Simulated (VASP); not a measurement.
## Os: single point with r2SCAN

Crystal: Os.

```
Os
1.0
     2.73574    0.00000    0.00000
    -1.36787    2.36922    0.00000
     0.00000    0.00000    4.32384
Os
2
Direct
  0.33333 0.66667 0.75000
  0.66667 0.33333 0.25000
```

- Program: VASP 6.6.1
- Task: single point
- Functional: r2SCAN
- Potentials or basis: VASP PAW PBE potentials, release 64 (Os)
- Cutoff: 520 eV
- k mesh: 18 × 18 × 10
- Occupations: gaussian, width 0.05 eV
- Spin: no spin polarisation
- Dipole correction: no
- Further INCAR settings: ALGO = Normal; EDIFF = 1e-06; NBANDS = 15

The pressure is 1.0 GPa and the band gap on the k mesh is zero (bands 8 and 9 overlap by 4.07 eV).

Levels at points of the mesh, in eV from the Fermi level:
```tsv
k point	band 4	band 5	band 6	band 7	band 8	band 9	band 10	band 11	band 12	band 13
(0.00, 0.00, 0.00)	-3.16	-2.90	-2.30	-2.30	-1.63	-1.63	0.01	1.75	1.75	9.54
(0.50, 0.00, 0.00)	-3.69	-3.04	-2.70	-1.96	2.11	2.68	2.80	4.58	5.96	9.85
(0.00, 0.00, 0.50)	-3.72	-3.37	-3.37	-3.37	-3.37	0.92	0.92	0.92	0.92	14.45
(0.50, 0.00, 0.50)	-5.56	-1.26	-1.26	-0.18	-0.18	2.46	2.46	3.42	3.42	9.62
```

It took 110 s on 1 thread of AMD EPYC 9R45 96-Core Processor (Zen 5), on a shared host, peak memory 0.17 GiB.

Caveat: the PAW data sets were made with another functional, which shifts forces and pressure a little; spin-orbit coupling is left out, which moves the levels of the heavy elements.
